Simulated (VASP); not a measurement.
BeS (m.b): relaxation of cell and atoms with PBE

The system is BeS (m.b).

```
CELL_PARAMETERS angstrom
0.00000 2.42000 2.42000
2.42000 0.00000 2.42000
2.42000 2.42000 0.00000
ATOMIC_POSITIONS crystal
Be 0.00000 0.00000 0.00000
S 0.25000 0.25000 0.25000
```

```json
{
  "Program": "VASP 6.6.1",
  "Task": "relaxation of cell and atoms",
  "Functional": "PBE",
  "Potentials or basis": "VASP PAW PBE potentials, release 64 (Be, S)",
  "Cutoff": "600 eV",
  "k mesh": "8 × 8 × 8",
  "Occupations": "gaussian, width 0.02 eV",
  "Spin": "no spin polarisation",
  "Dipole correction": "no",
  "Further INCAR settings": "ALGO = Normal; EDIFF = 1e-07; IBRION = 2; EDIFFG = -0.002; NSW = 100; ISIF = 3"
}
```

```yaml
Relaxed_volume: 14.50 Å³/atom
Relaxed_cell: a = 3.448 Å, b = 3.448 Å, c = 3.448 Å, α = 60.00°, β = 60.00°, γ = 60.00°
Space_group_after_relaxing_to_0.05_Å: F-43m (No. 216)
Energy_gained_by_relaxing: 2.2 meV/atom
Ionic_steps: 3
Pressure_after_relaxing: 0.0 GPa
Band_gap_on_the_k_mesh: 3.15 eV, indirect (least direct gap 5.68 eV)
```

The path:
```tsv
step	energy change (eV)	largest force (eV/Å)	pressure (GPa)	volume (Å³)
1	0.0000	0.0000	2.20	28.34
2	-0.0041	0.0000	-0.49	29.15
3	-0.0044	0.0000	0.01	28.99
```

Final structure:
```
Be S
1.0
     0.00000    2.43835    2.43835
     2.43835    0.00000    2.43835
     2.43835    2.43835    0.00000
Be S
1 1
Cartesian
  0.0000 0.0000 0.0000
  1.2192 1.2192 1.2192
```

Levels at points of the mesh, in eV from the valence-band top:
```csv
k point,band 1,band 2,band 3,band 4,band 5,band 6,band 7,band 8
"(0.00, 0.00, 0.00)",-13.58,0.00,0.00,0.00,5.68,5.68,5.68,5.75
"(0.50, 0.00, 0.00)",-12.02,-5.68,-1.01,-1.01,5.42,6.57,6.57,11.13
"(0.50, 0.50, 0.00)",-11.49,-4.94,-2.58,-2.58,3.15,4.93,12.65,12.65
```

It took 38 s on 1 thread of Intel Xeon 8259CL, with other jobs on the host, peak memory 0.15 GiB.

A k mesh can miss the band edges.
